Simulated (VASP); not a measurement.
Crystal: NaCl.

```
Na Cl
1.0
     4.72108    0.00000    0.00000
    -2.36054    4.08857    0.00000
     0.00000    0.00000    5.56948
Na Cl
2 2
Direct
  0.33333 0.66667 0.93750
  0.66667 0.33333 0.43750
  0.33333 0.66667 0.43750
  0.66667 0.33333 0.93750
```

Base run:

- Program: VASP 6.6.1
- Functional: r2SCAN
- Potentials or basis: VASP PAW PBE potentials, release 64 (Na_pv, Cl)
- Cutoff: 520 eV
- k mesh: 6 × 6 × 4
- Occupations: gaussian, width 0.01 eV
- Spin: no spin polarisation

Its results: band gap on the k mesh 5.47 eV; pressure -0.2 GPa.

The run is repeated on the same cell with these changes: functional from r2SCAN to PBEsol. What comes out?

Band gap on the k mesh 4.73 eV; pressure 0.0 GPa.

Caveats: the PAW data sets were made with another functional, which shifts forces and pressure a little.

